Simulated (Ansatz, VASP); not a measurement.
# C in VASP and in Ansatz

```
C
1.0
     2.51806    0.00000    0.00000
    -1.25903    2.18071    0.00000
     0.00000    0.00000    8.30469
C
8
Direct
  0.97093 0.97872 0.09297
  0.02907 0.02128 0.59297
  0.02907 0.02128 0.40703
  0.97093 0.97872 0.90703
  0.30953 0.64924 0.15553
  0.69047 0.35076 0.65553
  0.35713 0.68409 0.34447
  0.64287 0.31591 0.84447
```

Change from the starting cell: mode 4 frozen in at -0.046 Å and mode 5 at -0.046 Å (largest displacements).

Alike in both runs: task single point; functional PBE; k mesh 12 × 12 × 4; occupations gaussian, width 0.05 eV; no spin polarisation.

|  | VASP | Ansatz |
| --- | --- | --- |
| version | VASP 6.6.1 | Ansatz 0.2.0 |
| potentials or method | VASP PAW PBE potentials, release 64 (C), cutoff 520 eV | scalar-relativistic, plane waves, PAW |
| valence electrons in the cell | 32 | 32 |

VASP gave:

| Property | Result |
| --- | --- |
| gap on the k mesh at the Fermi level (eV) | 4.52 |
| least direct gap on the mesh (eV) | 5.30 |
| pressure (GPa) | 0.7 |
| traceless stress, the component that is largest in VASP (GPa) | -0.28 |
| rms of the force components (eV/Å) | 0.232 |

**Question.** Which values does Ansatz return?

**Answer.** gap on the k mesh at the Fermi level (eV): 4.53; least direct gap on the mesh (eV): 5.31; pressure (GPa): 0.0; traceless stress, the component that is largest in VASP (GPa): -0.28; rms of the force components (eV/Å): 0.233.

Atom by atom the forces differ by 0.003 eV/Å (rms over components).
